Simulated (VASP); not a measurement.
The system is CdInS2.

```
In Cd S
1.0
     3.86950    0.00000    0.00000
    -1.93475    3.35108    0.00000
     0.00000    0.00000    6.81053
In Cd S
1 1 2
Direct
  0.00000 0.00000 0.50000
  0.00000 0.00000 0.00000
  0.33333 0.66667 0.24495
  0.66667 0.33333 0.75505
```

Program: VASP 6.6.1. Alike in all runs: task single point; potentials or basis VASP PAW PBE potentials, release 64 (In_d, Cd, S); no spin polarisation; cell as given; k mesh 8 × 8 × 4; cutoff (eV) 520.

Task: Order these runs on this cell by their pressure, lowest first.
A. level RPBE; smearing gaussian 0.05 eV
B. level PBE; smearing fermi-dirac 0.05 eV
C. level PBE+D4; smearing fermi-dirac 0.02 eV

Result: C (-2.5 GPa), B (0.1 GPa), A (2.3 GPa).

Caveats: the PAW data sets were made with another functional, which shifts forces and pressure a little (some runs); pairwise dispersion overbinds metals, which lowers pressure and volume (some runs).
